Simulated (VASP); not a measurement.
# La (Im-3m) in VASP: further runs

The runs below take La through single point, with PBE.

Program: VASP 6.6.1. These are calculated values, not measurements. Logs are shortened: lines on timing, memory, paths and dates and some standing lists are left out, and cuts for length are marked.

**1. The cell of the first run**

The structure is cubic, space group Im-3m (No. 229). Conventional cell: a = 4.229 Å, b = 4.229 Å, c = 4.229 Å, α = 90.00°, β = 90.00°, γ = 90.00°. La (site symmetry m-3m) has 14 La at 3.66 to 4.23 Å within 4.8 Å.

**2. Single point, PBE**

File INCAR:

```
ALGO = Normal
EDIFF = 1E-7
ENCUT = 520
GGA = PE
ISIF = 2
ISMEAR = -1
LASPH = T
LCHARG = F
LREAL = F
LWAVE = F
NBANDS = 12
NELM = 80
PREC = Accurate
SIGMA = 0.06122561905347299
```

File KPOINTS:

```
k-points
0
Gamma
  18 18 18
```

File POSCAR:

```
La
1.0
   -2.1144071686      2.1144071686      2.1144071686
    2.1144071686     -2.1144071686      2.1144071686
    2.1144071686      2.1144071686     -2.1144071686
La
1
Direct
    0.0000000000      0.0000000000      0.0000000000
```

Potentials or basis: VASP PAW PBE potentials, release 64 (La).

The run is started by

```
$ cat potpaw_PBE.64/La/POTCAR > POTCAR
$ mpirun -np 1 vasp_std > vasp.out
```

OUTCAR:

```text
EDIFF = 1E-7
   ENCUT = 520
   GGA = PE
   ISIF = 2
   ISMEAR = -1
   LASPH = T
   LREAL = F
   NELM = 80
   PREC = Accurate

 ion  position               nearest neighbor table
   1  0.000  0.000  0.000-

  LATTYP: Found a body centered cubic cell.
 ALAT       =     4.2288143372

  Lattice vectors:

 A1 = (  -2.1144071686,   2.1144071686,   2.1144071686)
 A2 = (   2.1144071686,  -2.1144071686,   2.1144071686)
 A3 = (   2.1144071686,   2.1144071686,  -2.1144071686)

Analysis of symmetry for initial positions (statically):
=====================================================================
 Subroutine PRICEL returns:
 Original cell was already a primitive cell.

 Routine SETGRP: Setting up the symmetry group for a
 body centered cubic supercell.

 Subroutine GETGRP returns: Found 48 space group operations
 (whereof 48 operations were pure point group operations)
 out of a pool of 48 trial point group operations.

The static configuration has the point symmetry O_h .

Analysis of symmetry for dynamics (positions and initial velocities):
=====================================================================
 Subroutine PRICEL returns:
 Original cell was already a primitive cell.

 Routine SETGRP: Setting up the symmetry group for a
 body centered cubic supercell.

 Subroutine GETGRP returns: Found 48 space group operations
 (whereof 48 operations were pure point group operations)
 out of a pool of 48 trial point group operations.

The dynamic configuration has the point symmetry O_h .

 Subroutine INISYM returns: Found 48 space group operations
 (whereof 48 operations are pure point group operations),
 and found     1 'primitive' translations

----------------------------------------------------------------------------------------

                                     Primitive cell

  volume of cell :      37.8117

  direct lattice vectors                    reciprocal lattice vectors
    -2.114407169  2.114407169  2.114407169     0.000000000  0.236472902  0.236472902
     2.114407169 -2.114407169  2.114407169     0.236472902  0.000000000  0.236472902
     2.114407169  2.114407169 -2.114407169     0.236472902  0.236472902  0.000000000

  length of vectors
     3.662260644  3.662260644  3.662260644     0.334423186  0.334423186  0.334423186

  position of ions in fractional coordinates (direct lattice)
     0.000000000  0.000000000  0.000000000

  ion indices of the primitive-cell ions
   primitive index   ion index
                 1           1

----------------------------------------------------------------------------------------

 KPOINTS: k-points

Automatic generation of k-mesh.
 Grid dimensions read from file:
 generate k-points for:   18   18   18

 Generating k-lattice:

  Cartesian coordinates                     Fractional coordinates (reciprocal lattice)
     0.000000000  0.013137383  0.013137383     0.055555556  0.000000000  0.000000000
     0.013137383  0.000000000  0.013137383     0.000000000  0.055555556  0.000000000
     0.013137383  0.013137383  0.000000000     0.000000000  0.000000000  0.055555556

  Length of vectors
     0.018579066  0.018579066  0.018579066

  Shift w.r.t. Gamma in fractional coordinates (k-lattice)
     0.000000000  0.000000000  0.000000000

 Subroutine IBZKPT returns following result:
 ===========================================

 Found    195 irreducible k-points:

 Following reciprocal coordinates:
            Coordinates               Weight
  0.000000  0.000000  0.000000      1.000000
  0.055556  0.000000  0.000000     12.000000
  0.111111  0.000000  0.000000     12.000000
  0.166667  0.000000  0.000000     12.000000
  0.222222  0.000000  0.000000     12.000000
  0.277778  0.000000  0.000000     12.000000
[... 16 lines left out ...]
  0.333333  0.111111  0.000000     48.000000
  0.388889  0.111111  0.000000     48.000000
 [... further k-points ...]
   k-points           NKPTS =    195   k-points in BZ     NKDIM =    195   number of bands    NBANDS=     12
   number of dos      NEDOS =    301   number of ions     NIONS =      1
   total plane-waves  NPLWV =  21952
   dimension x,y,z NGX =    28 NGY =   28 NGZ =   28
   dimension x,y,z NGXF=    56 NGYF=   56 NGZF=   56
   ions per type =               1
   NGX,Y,Z   is equivalent  to a cutoff of  12.71, 12.71, 12.71 a.u.
   NGXF,Y,Z  is equivalent  to a cutoff of  25.42, 25.42, 25.42 a.u.
 SYSTEM =  unknown system
   PREC   = accura    normal or accurate (medium, high low for compatibility)
   ISTART =      0    job   : 0-new  1-cont  2-samecut
   ICHARG =      2    charge: 1-file 2-atom 10-const
   ISPIN  =      1    spin polarized calculation?
   LNONCOLLINEAR =      F non collinear calculations
   LSORBIT =      F    spin-orbit coupling
   LASPH  =      T    aspherical Exc in radial PAW
   ENCUT  =  520.0 eV  38.22 Ry    6.18 a.u.   6.81  6.81  6.81*2*pi/ulx,y,z
   NELM   =     80;   NELMIN=  2; NELMDL= -5     # of ELM steps
   EDIFF  = 0.1E-06   stopping-criterion for ELM
   LREAL  =      F    real-space projection
   EDIFFG = 0.1E-05   stopping-criterion for IOM
   NSW    =      0    number of steps for IOM
   IBRION =     -1    ionic relax: 0-MD 1-quasi-New 2-CG
   NFREE  =      0    steps in history (QN), initial steepest desc. (CG)
   ISIF   =      2    stress and relaxation
   ISYM   =      2    0-nonsym 1-usesym 2-fastsym
   POTIM  = 0.5000    time-step for ionic-motion
   TEBEG  =    0.0;   TEEND  =   0.0 temperature during run
   PSTRESS=    0.0 pullay stress
   NELECT =      11.0000    total number of electrons
   NUPDOWN=      -1.0000    fix difference up-down
   EMIN   =  10.00;   EMAX   =-10.00  energy-range for DOS
   EFERMI =   0.00;   METHOD = LEGACY
   ISMEAR =    -1;   SIGMA  =   0.06  broadening in eV -4-tet -1-fermi 0-gaus
   EFERMI_NEDOS =   21; number of points for ismear=-14 and -15
   IALGO  =     38    algorithm
   IMIX   =      4    mixing-type and parameters
     AMIX     =   0.40;   BMIX     =  1.00
     AMIX_MAG =   1.60;   BMIX_MAG =  1.00
  volume/ion in A,a.u.               =      37.81       255.17
  Fermi-wavevector in a.u.,A,eV,Ry     =   1.084752  2.049884 16.009796  1.176687
  Thomas-Fermi vector in A             =   2.220849
   LORBIT       =      0    0 simple, 1 ext, 2 COOP (PROOUT), +10 PAW based schemes
   GGA     = PE    functional components
   LHFCALC =     F    Hartree Fock is set to
   AEXX    =    0.0000 exact exchange contribution
   IVDW    =     0    specifies the selected vdW correction
   LEPSILON=     F    determine dielectric tensor
   LRPA    =     F    only Hartree local field effects (RPA)
 non-spin polarized calculation
  energy-cutoff  :      520.00
  volume of cell :       37.81
 maximum number of plane-waves:      1048
   NGX = 13   NGY = 13   NGZ = 13

 number of electron      11.0000000 magnetization

 Free energy of the ion-electron system (eV)
  ---------------------------------------------------
  ext. energy  EPLUGINS =         0.00000000
  ---------------------------------------------------
  free energy    TOTEN  =        -4.77542342 eV

  energy without entropy =       -4.73710892  energy(sigma->0) =       -4.75626617

 E-fermi :   7.6978     XC(G=0):  -9.4889

 val. band max:        7.6975687997   @ k =   0.3333   0.2222   0.0000
 cond. band min:       7.7077184767   @ k =   0.3333   0.0556   0.0000
 fundamental gap:      0.0101496770
 Fermi energy:         7.6977936713

 k-point     1 :       0.0000    0.0000    0.0000
  band No.  band energies     occupation
      1     -25.2223      2.00000
      2      -8.2411      2.00000
      3      -8.2411      2.00000
      4      -8.2411      2.00000
      5       4.5030      2.00000
      6       9.1626      0.00000
      7       9.1626      0.00000
      8       9.1626      0.00000
      9       9.1833      0.00000
     10       9.1833      0.00000
     11       9.1833      0.00000
     12       9.8947      0.00000

 k-point     2 :       0.0556    0.0000    0.0000
  band No.  band energies     occupation
      1     -25.2167      2.00000
      2      -8.2859      2.00000
      3      -8.2542      2.00000
      4      -8.2416      2.00000
      5       4.5994      2.00000
      6       8.9564      0.00000
      7       8.9571      0.00000
      8       9.1796      0.00000
      9       9.1983      0.00000
     10       9.3484      0.00000
     11       9.3505      0.00000
     12       9.8909      0.00000

 k-point     3 :       0.1111    0.0000    0.0000
  band No.  band energies     occupation
      1     -25.2003      2.00000
      2      -8.4123      2.00000
      3      -8.2914      2.00000
      4      -8.2431      2.00000
      5       4.8723      2.00000
      6       8.7079      0.00000
      7       8.7114      0.00000
      8       9.1705      0.00000
      9       9.2803      0.00000
     10       9.4758      0.00000
     11       9.4871      0.00000
     12       9.8596      0.00000
[... 286 lines left out ...]
 k-point    23 :       0.3333    0.1111    0.0000
  band No.  band energies     occupation
      1     -25.0443      2.00000
      2      -9.3801      2.00000
      3      -8.6489      2.00000
      4      -8.3140      2.00000
      5       6.2776      2.00000
      6       7.6643      1.26670
      7       8.7762      0.00000
      8       9.2438      0.00000
      9       9.4985      0.00000
     10       9.6536      0.00000
     11       9.7471      0.00000
     12       9.8491      0.00000

 k-point    24 :       0.3889    0.1111    0.0000
  band No.  band energies     occupation
      1     -25.0280      2.00000
      2      -9.4671      2.00000
      3      -8.6910      2.00000
      4      -8.3166      2.00000
      5       6.2076      2.00000
      6       7.5976      1.67409
      7       9.0330      0.00000
      8       9.2361      0.00000
      9       9.5038      0.00000
     10       9.7163      0.00000
     11       9.7710      0.00000
     12       9.8491      0.00000

 [... further k-points ...]

------------------------ aborting loop because EDIFF is reached ----------------------------------------

  FORCE on cell =-STRESS in cart. coord.  units (eV):
  Direction    XX          YY          ZZ          XY          YZ          ZX
  --------------------------------------------------------------------------------------
  -------------------------------------------------------------------------------------
  Total        0.0078173      0.0078173      0.0078173      0.0000000     -0.0000000     -0.0000000
  in kB        0.3312384      0.3312384      0.3312384      0.0000000     -0.0000000     -0.0000000
  external PRESSURE =       0.3312384 kB  Pullay stress =       0.0000000 kB

 VOLUME and BASIS-vectors are now :
 -----------------------------------------------------------------------------
  energy-cutoff  :      520.00
  volume of cell :       37.81
      direct lattice vectors                 reciprocal lattice vectors
    -2.114407169  2.114407169  2.114407169     0.000000000  0.236472902  0.236472902
     2.114407169 -2.114407169  2.114407169     0.236472902  0.000000000  0.236472902
     2.114407169  2.114407169 -2.114407169     0.236472902  0.236472902  0.000000000

 POSITION                                       TOTAL-FORCE (eV/Angst)
 -----------------------------------------------------------------------------------
      0.00000      0.00000      0.00000         0.000000      0.000000      0.000000
 -----------------------------------------------------------------------------------
    total drift:                                0.000000      0.000000      0.000000

  FREE ENERGIE OF THE ION-ELECTRON SYSTEM (eV)
  ---------------------------------------------------
  free  energy   TOTEN  =        -4.7754234247 eV

  energy  without entropy=       -4.7371089199  energy(sigma->0) =       -4.75626617
```

It took 3.9 min on 1 thread of Intel Xeon Platinum 8375C at 2.90GHz (Ice Lake), shared host; peak memory 0.25 GiB.

Results:

```yaml
Free_energy: -4.7754 eV
Pressure: 0.0 GPa
```

Levels at points of the mesh, in eV from the Fermi level:
```csv
k point,band 3,band 4,band 5,band 6,band 7,band 8,band 9,band 10
"(0.00, 0.00, 0.00)",-15.94,-15.94,-3.19,1.46,1.46,1.46,1.49,1.49
"(0.50, 0.00, 0.00)",-16.35,-15.96,-1.78,-0.18,1.49,1.55,1.81,2.07
"(0.50, 0.50, 0.50)",-16.82,-16.82,-1.84,-1.84,1.62,1.78,1.78,1.78
```

Caveat: spin-orbit coupling is left out, which moves the levels of the heavy elements.

**3. Single point, PBE**

File INCAR:

```
SYSTEM = La
PREC = Accurate ; ENCUT = 520
EDIFF = 1E-6 ; ISMEAR = -1
SIGMA = 0.06122561905347299 ; LREAL = .False.
LASPH = .True. ; NELM = 60
ALGO = Normal ; ISIF = 2
LWAVE = .False. ; LCHARG = .False.
GGA = PE ; NBANDS = 12
```

File KPOINTS:

```
regular mesh
0
Gamma
  18 18 18
  0 0 0
```

POSCAR is that of step 2.

Potentials or basis: VASP PAW PBE potentials, release 64 (La).

The run is started by

```
$ cat potpaw_PBE.64/La/POTCAR > POTCAR
$ mpirun -np 1 vasp_std > vasp.out
```

It took 3.6 min on 1 thread of Intel Xeon Platinum 8375C at 2.90GHz (Ice Lake), shared host; peak memory 0.25 GiB.

Results (log left out):

| Item | Value |
| --- | --- |
| Free energy | -4.7754 eV |
| Pressure | 0.0 GPa |

Levels at points of the mesh, in eV from the Fermi level:
```csv
k point,band 3,band 4,band 5,band 6,band 7,band 8,band 9,band 10
"(0.00, 0.00, 0.00)",-15.94,-15.94,-3.19,1.46,1.46,1.46,1.49,1.49
"(0.50, 0.00, 0.00)",-16.35,-15.96,-1.79,-0.18,1.49,1.55,1.81,2.07
"(0.50, 0.50, 0.50)",-16.82,-16.82,-1.84,-1.84,1.62,1.78,1.78,1.78
```

Caveat: spin-orbit coupling is left out, which moves the levels of the heavy elements.

(Continued in part 2 of 2.)
